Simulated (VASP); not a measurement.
Input of a VASP 6.6.1 run:

POSCAR

```
Pt
1.0
    2.6226323350      0.0000000000      0.0000000000
   -1.3113161675      2.2712662269      0.0000000000
    0.0000000000      0.0000000000      4.7921340000
Pt
2
Direct
    0.6666666667      0.3333333333      0.7500000000
    0.3333333333      0.6666666667      0.2500000000
```

The input INCAR.step1:

```
  ALGO = Normal
  EDIFF = 1E-4
  ENCUT = 520
  GGA = PE
  ISMEAR = 0
  LASPH = True
  LCHARG = False
  LREAL = False
  LWAVE = True
  NBANDS = 17
  NELM = 60
  PREC = Accurate
  SIGMA = 0.15
```

File INCAR.step2:

```
  ALGO = Normal
  EDIFF = 1E-7
  ENCUT = 520
  ISIF = 2
  ISMEAR = 0
  ISTART = 1
  LASPH = True
  LCHARG = False
  LMIXTAU = True
  LREAL = False
  LWAVE = False
  METAGGA = R2SCAN
  NBANDS = 17
  NELM = 60
  PREC = Accurate
  SIGMA = 0.15
```

File KPOINTS:

```
k-points
0
Gamma
  18 18 10
```

Potentials or basis: VASP PAW PBE potentials, release 64 (Pt).

Run with:

```console
$ cat potpaw_PBE.64/Pt/POTCAR > POTCAR
$ cp INCAR.step1 INCAR
$ mpirun -np 1 vasp_std > vasp.out
$ cp INCAR.step2 INCAR
$ mpirun -np 1 vasp_std > vasp.out
```

**Question.** Estimate the pressure.

**Answer.** 29.4 GPa.

**Question.** What does it give for the band gap on the k mesh?

**Answer.** Zero (bands 10 and 11 overlap by 1.77 eV).

Stress tensor (GPa, compression positive):
```
36.80  0.00  0.00
 0.00 36.80  0.00
 0.00  0.00 14.59
```

Caveat: the cell differs from its parent crystal (strain -0.050 along x and y, +0.000 along z); the cell stands under pressure; the PAW data sets were made with another functional, which shifts forces and pressure a little; spin-orbit coupling is left out, which moves the levels of the heavy elements.
